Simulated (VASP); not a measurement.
# AlH5 (P1) in VASP: a series of runs

Runs on AlH5. Level: PBE. Tasks: single point, relaxation of cell and atoms.

Everything below comes from runs of VASP 6.6.1. Logs are shortened: lines on timing, memory, paths and dates and some standing lists are left out, and cuts for length are marked.

## (1) The cell of the first run

The typed cell holds 12 atoms: a = 4.097 Å, b = 6.066 Å, c = 7.856 Å, α = 89.41°, β = 86.07°, γ = 89.55°.

## (2) Single point, PBE

INCAR reads:

```
SYSTEM = AlH5
ALGO = Normal ; EDIFF = 1E-6
ENCUT = 520 ; GGA = PE
ISIF = 2 ; ISMEAR = 0
LASPH = .True. ; LCHARG = .True.
LELF = .True. ; LREAL = .False.
LVHAR = .True. ; LWAVE = .False.
NBANDS = 20 ; NELM = 80
PREC = Accurate ; SIGMA = 0.1
```

KPOINTS reads:

```
k-points
0
Gamma
  4 4 2
  0 0 0
```

POSCAR reads:

```
AlH5
1.0
    4.0973468549      0.0000000000      0.0000000000
    0.0475743114      6.0660579257      0.0000000000
    0.5390697395      0.0761207314      7.8372979130
Al H
2 10
Direct
    0.5131776657      0.9979084144      0.6836622987
    0.8858117506      0.0043446222      0.9551955595
    0.7433023255      0.5648333076      0.3640138986
    0.2823371022      0.5510887306      0.0776817092
    0.7408924830      0.1923442528      0.8186596949
    0.2142692245      0.4370078109      0.6347680727
    0.7445644152      0.8096251276      0.8270723426
    0.2210796726      0.5612453867      0.6356375482
    0.7485221396      0.4413686160      0.3585946829
    0.3024879758      0.4281335449      0.0817085990
    0.2917830801      0.0030676946      0.9063035908
    0.8117721652      0.0090324918      0.1567020027
```

Potentials or basis: VASP PAW PBE potentials, release 64 (Al, H).

Run with:

```console
$ cat potpaw_PBE.64/Al/POTCAR potpaw_PBE.64/H/POTCAR > POTCAR
$ mpirun -np 1 vasp_std > vasp.out
```

OUTCAR:

```text
SYSTEM = AlH5
   EDIFF = 1E-6
   ENCUT = 520
   GGA = PE
   ISIF = 2
   ISMEAR = 0
   LASPH = .True.
   LREAL = .False.
   NELM = 80
   PREC = Accurate

 ion  position               nearest neighbor table
   1  0.513  0.998  0.684-   5 1.89   7 1.89  11 1.91   2 2.71   2 3.23
   2  0.886  0.004  0.955-  12 1.59  11 1.68   5 1.69   7 1.69   1 2.71   1 3.23
   3  0.743  0.565  0.364-   9 0.75
   4  0.282  0.551  0.078-  10 0.75
   5  0.741  0.192  0.819-   2 1.69   1 1.89
   6  0.214  0.437  0.635-   8 0.75
   7  0.745  0.810  0.827-   2 1.69   1 1.89
   8  0.221  0.561  0.636-   6 0.75
   9  0.749  0.441  0.359-   3 0.75
  10  0.302  0.428  0.082-   4 0.75
  11  0.292  0.003  0.906-   2 1.68   1 1.91
  12  0.812  0.009  0.157-   2 1.59

  LATTYP: Found a triclinic cell.
 ALAT       =     7.8561841327
 B/A-ratio  =     0.5215441473
 C/A-ratio  =     0.7721616978
 COS(alpha) =     0.0078424652
 COS(beta)  =     0.0102271058
 COS(gamma) =     0.0686172486

  Lattice vectors:

 A1 = (   0.5390697395,   0.0761207314,   7.8372979130)
 A2 = (   4.0973468549,   0.0000000000,   0.0000000000)
 A3 = (   0.0475743114,   6.0660579257,   0.0000000000)

Analysis of symmetry for initial positions (statically):
=====================================================================
 Subroutine PRICEL returns:
 Original cell was already a primitive cell.

 Routine SETGRP: Setting up the symmetry group for a
 triclinic supercell.

 Subroutine GETGRP returns: Found  1 space group operations
 (whereof  1 operations were pure point group operations)
 out of a pool of  2 trial point group operations.

The static configuration has the point symmetry C_1 .

Analysis of symmetry for dynamics (positions and initial velocities):
=====================================================================
 Subroutine PRICEL returns:
 Original cell was already a primitive cell.

 Routine SETGRP: Setting up the symmetry group for a
 triclinic supercell.

 Subroutine GETGRP returns: Found  1 space group operations
 (whereof  1 operations were pure point group operations)
 out of a pool of  2 trial point group operations.

The dynamic configuration has the point symmetry C_1 .

 Subroutine INISYM returns: Found  1 space group operations
 (whereof  1 operations are pure point group operations),
 and found     1 'primitive' translations

----------------------------------------------------------------------------------------

                                     Primitive cell

  volume of cell :     194.7940

  direct lattice vectors                    reciprocal lattice vectors
     4.097346855  0.000000000  0.000000000     0.244060373 -0.001914094 -0.016768516
     0.047574311  6.066057926  0.000000000     0.000000000  0.164851706 -0.001601143
     0.539069740  0.076120731  7.837297913     0.000000000  0.000000000  0.127594997

  length of vectors
     4.097346855  6.066244479  7.856184133     0.244643235  0.164859482  0.127594997

  position of ions in fractional coordinates (direct lattice)
     0.513177666  0.997908414  0.683662299
     0.885811751  0.004344622  0.955195559
     0.743302325  0.564833308  0.364013899
     0.282337102  0.551088731  0.077681709
     0.740892483  0.192344253  0.818659695
     0.214269225  0.437007811  0.634768073
     0.744564415  0.809625128  0.827072343
     0.221079673  0.561245387  0.635637548
     0.748522140  0.441368616  0.358594683
     0.302487976  0.428133545  0.081708599
     0.291783080  0.003067695  0.906303591
     0.811772165  0.009032492  0.156702003

  ion indices of the primitive-cell ions
   primitive index   ion index
                 1           1
                 2           2
                 3           3
                 4           4
                 5           5
                 6           6
                 7           7
                 8           8
                 9           9
                10          10
                11          11
                12          12

----------------------------------------------------------------------------------------

 KPOINTS: k-points

Automatic generation of k-mesh.
 Grid dimensions read from file:
 generate k-points for:    4    4    2

 Generating k-lattice:

  Cartesian coordinates                     Fractional coordinates (reciprocal lattice)
     0.061015093 -0.000478523 -0.004192129     0.250000000  0.000000000  0.000000000
     0.000000000  0.041212927 -0.000400286     0.000000000  0.250000000  0.000000000
     0.000000000  0.000000000  0.063797498     0.000000000  0.000000000  0.500000000

  Length of vectors
     0.061160809  0.041214870  0.063797498

  Shift w.r.t. Gamma in fractional coordinates (k-lattice)
     0.000000000  0.000000000  0.000000000

 Subroutine IBZKPT returns following result:
 ===========================================

 Found     20 irreducible k-points:

 Following reciprocal coordinates:
            Coordinates               Weight
  0.000000  0.000000  0.000000      1.000000
  0.250000 -0.000000  0.000000      2.000000
  0.500000 -0.000000  0.000000      1.000000
  0.000000  0.250000  0.000000      2.000000
  0.250000  0.250000  0.000000      2.000000
  0.500000  0.250000  0.000000      2.000000
[... 12 lines left out ...]
  0.250000  0.500000  0.500000      2.000000
  0.500000  0.500000  0.500000      1.000000
   k-points           NKPTS =     20   k-points in BZ     NKDIM =     20   number of bands    NBANDS=     20
   number of dos      NEDOS =    301   number of ions     NIONS =     12
   total plane-waves  NPLWV =  86400
   dimension x,y,z NGX =    30 NGY =   48 NGZ =   60
   dimension x,y,z NGXF=    60 NGYF=   96 NGZF=  120
   ions per type =               2  10
   NGX,Y,Z   is equivalent  to a cutoff of  12.17, 13.15, 12.70 a.u.
   NGXF,Y,Z  is equivalent  to a cutoff of  24.34, 26.31, 25.39 a.u.
 SYSTEM =  AlH5
   PREC   = accura    normal or accurate (medium, high low for compatibility)
   ISTART =      0    job   : 0-new  1-cont  2-samecut
   ICHARG =      2    charge: 1-file 2-atom 10-const
   ISPIN  =      1    spin polarized calculation?
   LNONCOLLINEAR =      F non collinear calculations
   LSORBIT =      F    spin-orbit coupling
   LASPH  =      T    aspherical Exc in radial PAW
   ENCUT  =  520.0 eV  38.22 Ry    6.18 a.u.   7.62 11.28 14.61*2*pi/ulx,y,z
   NELM   =     80;   NELMIN=  2; NELMDL= -5     # of ELM steps
   EDIFF  = 0.1E-05   stopping-criterion for ELM
   LREAL  =      F    real-space projection
   EDIFFG = 0.1E-04   stopping-criterion for IOM
   NSW    =      0    number of steps for IOM
   IBRION =     -1    ionic relax: 0-MD 1-quasi-New 2-CG
   NFREE  =      0    steps in history (QN), initial steepest desc. (CG)
   ISIF   =      2    stress and relaxation
   ISYM   =      2    0-nonsym 1-usesym 2-fastsym
   POTIM  = 0.5000    time-step for ionic-motion
   TEBEG  =    0.0;   TEEND  =   0.0 temperature during run
   PSTRESS=    0.0 pullay stress
   NELECT =      16.0000    total number of electrons
   NUPDOWN=      -1.0000    fix difference up-down
   EMIN   =  10.00;   EMAX   =-10.00  energy-range for DOS
   EFERMI =   0.00;   METHOD = LEGACY
   ISMEAR =     0;   SIGMA  =   0.10  broadening in eV -4-tet -1-fermi 0-gaus
   EFERMI_NEDOS =   21; number of points for ismear=-14 and -15
   IALGO  =     38    algorithm
   IMIX   =      4    mixing-type and parameters
     AMIX     =   0.40;   BMIX     =  1.00
     AMIX_MAG =   1.60;   BMIX_MAG =  1.00
  volume/ion in A,a.u.               =      16.23       109.54
  Fermi-wavevector in a.u.,A,eV,Ry     =   0.711633  1.344792  6.890290  0.506422
  Thomas-Fermi vector in A             =   1.798797
   LORBIT       =      0    0 simple, 1 ext, 2 COOP (PROOUT), +10 PAW based schemes
   GGA     = PE    functional components
   LHFCALC =     F    Hartree Fock is set to
   AEXX    =    0.0000 exact exchange contribution
   IVDW    =     0    specifies the selected vdW correction
   LEPSILON=     F    determine dielectric tensor
   LRPA    =     F    only Hartree local field effects (RPA)
 non-spin polarized calculation
 Gauss-broadening in eV      SIGMA  =   0.10
  energy-cutoff  :      520.00
  volume of cell :      194.79
 maximum number of plane-waves:      5281
   NGX = 15   NGY = 23   NGZ = 29

 number of electron      16.0000001 magnetization

 Free energy of the ion-electron system (eV)
  ---------------------------------------------------
  ext. energy  EPLUGINS =         0.00000000
  ---------------------------------------------------
  free energy    TOTEN  =       -39.59833805 eV

  energy without entropy =      -39.59833805  energy(sigma->0) =      -39.59833805

 E-fermi :  -1.7103     XC(G=0):  -5.7300

 val. band max:       -2.1577476041   @ k =   0.5000  -0.0000   0.5000
 cond. band min:       0.1051198819   @ k =   0.5000   0.5000   0.0000
 fundamental gap:      2.2628674860
 Fermi energy:        -1.7102712894

 k-point     1 :       0.0000    0.0000    0.0000
  band No.  band energies     occupation
      1     -10.3488      2.00000
      2      -7.9348      2.00000
      3      -7.6474      2.00000
      4      -6.8703      2.00000
      5      -5.6581      2.00000
      6      -5.4372      2.00000
[... 12 lines left out ...]
     19       6.2052      0.00000
     20       6.9273      0.00000

 k-point     2 :       0.2500   -0.0000    0.0000
  band No.  band energies     occupation
      1      -9.8975      2.00000
      2      -7.7875      2.00000
      3      -7.5520      2.00000
      4      -6.9843      2.00000
      5      -6.2263      2.00000
      6      -5.2498      2.00000
[... 12 lines left out ...]
     19       5.8429      0.00000
     20       6.2593      0.00000

 k-point     3 :       0.5000   -0.0000    0.0000
  band No.  band energies     occupation
      1      -8.9943      2.00000
      2      -8.0075      2.00000
      3      -7.4660      2.00000
      4      -7.2209      2.00000
      5      -7.1080      2.00000
      6      -5.0339      2.00000
[... 12 lines left out ...]
     19       5.7451      0.00000
     20       6.0081      0.00000

 k-point     4 :       0.0000    0.2500    0.0000
  band No.  band energies     occupation
      1     -10.3074      2.00000
      2      -8.0300      2.00000
      3      -7.6111      2.00000
      4      -6.9099      2.00000
      5      -5.7395      2.00000
      6      -5.3288      2.00000
[... 12 lines left out ...]
     19       6.4075      0.00000
     20       6.4475      0.00000

 k-point     5 :       0.2500    0.2500    0.0000
  band No.  band energies     occupation
      1      -9.8582      2.00000
      2      -7.8552      2.00000
      3      -7.5333      2.00000
      4      -6.9857      2.00000
      5      -6.2470      2.00000
      6      -5.2311      2.00000
[... 12 lines left out ...]
     19       6.0852      0.00000
     20       6.4367      0.00000
[... 261 lines left out ...]
      6      -5.2277      2.00000
[... 12 lines left out ...]
     19       5.9936      0.00000
     20       6.6106      0.00000

 k-point    18 :       0.0000    0.5000    0.5000
  band No.  band energies     occupation
      1     -10.2589      2.00000
      2      -7.9390      2.00000
      3      -7.8699      2.00000
      4      -6.8203      2.00000
      5      -5.9055      2.00000
      6      -5.2325      2.00000
[... 12 lines left out ...]
     19       5.9661      0.00000
     20       6.6679      0.00000

 k-point    19 :       0.2500    0.5000    0.5000
  band No.  band energies     occupation
      1      -9.8102      2.00000
      2      -7.7861      2.00000
      3      -7.7225      2.00000
      4      -6.9230      2.00000
      5      -6.2858      2.00000
      6      -5.2066      2.00000
[... 12 lines left out ...]
     19       5.7196      0.00000
     20       6.1595      0.00000

 k-point    20 :       0.5000    0.5000    0.5000
  band No.  band energies     occupation
      1      -8.9473      2.00000
      2      -7.6467      2.00000
      3      -7.6011      2.00000
      4      -7.4589      2.00000
      5      -7.1355      2.00000
      6      -5.1881      2.00000
[... 12 lines left out ...]
     19       5.4790      0.00000
     20       6.1966      0.00000

------------------------ aborting loop because EDIFF is reached ----------------------------------------

  FORCE on cell =-STRESS in cart. coord.  units (eV):
  Direction    XX          YY          ZZ          XY          YZ          ZX
  --------------------------------------------------------------------------------------
  -------------------------------------------------------------------------------------
  Total       -0.2314688      0.1560782      0.0567686     -0.0028487      0.0050517      0.0408417
  in kB       -1.9038263      1.2837403      0.4669205     -0.0234306      0.0415503      0.3359220
  external PRESSURE =      -0.0510552 kB  Pullay stress =       0.0000000 kB

 VOLUME and BASIS-vectors are now :
 -----------------------------------------------------------------------------
  energy-cutoff  :      520.00
  volume of cell :      194.79
      direct lattice vectors                 reciprocal lattice vectors
     4.097346855  0.000000000  0.000000000     0.244060373 -0.001914094 -0.016768516
     0.047574311  6.066057926  0.000000000     0.000000000  0.164851706 -0.001601143
     0.539069740  0.076120731  7.837297913     0.000000000  0.000000000  0.127594997

 POSITION                                       TOTAL-FORCE (eV/Angst)
 -----------------------------------------------------------------------------------
      2.51868      6.10541      5.35807        -0.002578     -0.002373     -0.017413
      4.14460      0.09906      7.48615         0.043077     -0.001154     -0.012495
      3.26867      3.45402      2.85289         0.000446     -0.005230     -0.000784
      1.22493      3.34885      0.60881        -0.002281     -0.025008     -0.003517
      3.48616      1.22909      6.41608         0.002678      0.008200      0.018351
      1.24091      2.69923      4.97487        -0.001600      0.000531      0.002030
      3.53511      4.97419      6.48201         0.001239     -0.004569      0.020227
      1.27519      3.45293      4.98168        -0.000138     -0.000450      0.001928
      3.28126      2.70466      2.81041         0.001341      0.007059     -0.000390
      1.30381      2.60330      0.64037         0.001192      0.023001      0.000073
      1.68424      0.08760      7.10297        -0.048485     -0.000878      0.025522
      3.41102      0.06672      1.22812         0.005110      0.000871     -0.033531
 -----------------------------------------------------------------------------------
    total drift:                               -0.000324     -0.000091      0.000091

  FREE ENERGIE OF THE ION-ELECTRON SYSTEM (eV)
  ---------------------------------------------------
  free  energy   TOTEN  =       -39.5983380545 eV

  energy  without entropy=      -39.5983380545  energy(sigma->0) =      -39.59833805
```

Wall time 50 s (1 thread of Intel Xeon 6975P-C (Granite Rapids), shared host); peak memory 0.3 GiB.

Results:

```
Free energy            : -39.5983 eV
Pressure               : 0.0 GPa
Largest force          : 0.055 eV/Å
Band gap on the k mesh : 2.26 eV (least direct gap 2.44 eV)
```

Forces on the atoms (eV/Å):
```
Al  -0.003 -0.002 -0.017
Al   0.043 -0.001 -0.012
H    0.000 -0.005 -0.001
H   -0.002 -0.025 -0.004
H    0.003  0.008  0.018
H   -0.002  0.001  0.002
H    0.001 -0.005  0.020
H    0.000  0.000  0.002
H    0.001  0.007  0.000
H    0.001  0.023  0.000
H   -0.048 -0.001  0.026
H    0.005  0.001 -0.034
```

Stress tensor (GPa, compression positive):
```
-0.19  0.00  0.03
 0.00  0.13  0.00
 0.03  0.00  0.05
```

A k mesh can miss the band edges.

[end of part 1 of 2]
